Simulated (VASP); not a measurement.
Write the native input for VASP 6.6.1 that does the following.

* Task: single point
* Functional: LDA
* Potentials or basis: VASP PAW LDA potentials, release 64 (Ga_d, Pt)
* Cutoff: 520 eV
* k mesh: 14 × 14 × 14
* Occupations: gaussian, width 0.15 eV
* Spin: no spin polarisation
* Dipole correction: no
* Further INCAR settings: ALGO = Fast; EDIFF = 1e-06; NBANDS = 30

The structure of GaPt3 lies in POSCAR:

```
GaPt3
1.0
    4.0568281343     -0.8113656269     -0.8113656269
   -0.8113656269      4.0568281343     -0.8113656269
   -0.8113656269     -0.8113656269      4.0568281343
Ga Pt
1 3
Direct
    0.0000000000      0.0000000000      0.0000000000
    0.0000000000      0.5000000000      0.5000000000
    0.5000000000      0.5000000000      0.0000000000
    0.5000000000      0.0000000000      0.5000000000
```

This cell differs from its parent crystal: ratio of the length along [111] to the lengths across it x 0.5, volume and fractional coordinates fixed.

These files were run (other wordings do the same):

INCAR

```
SYSTEM = GaPt3
PREC = Accurate
ENCUT = 520
EDIFF = 1E-6
ISMEAR = 0
SIGMA = 0.15
LREAL = .FALSE.
LASPH = .TRUE.
NELM = 100
ALGO = Fast
ISIF = 2
LWAVE = .FALSE.
LCHARG = .FALSE.
GGA = CA
NBANDS = 30
```

KPOINTS

```
Automatic mesh
0
G
  14 14 14
  0 0 0
```

Potentials or basis: VASP PAW LDA potentials, release 64 (Ga_d, Pt).

Command:

```console
$ cat potpaw_LDA.64/Ga_d/POTCAR potpaw_LDA.64/Pt/POTCAR > POTCAR
$ mpirun -np 1 vasp_std > vasp.out
```

It gave:

The pressure is 44.2 GPa.

Caveat: spin-orbit coupling is left out, which moves the levels of the heavy elements.

It took 110 s on 1 thread of AMD EPYC 9R14 (Zen 4) (shared host), peak memory 0.24 GiB.
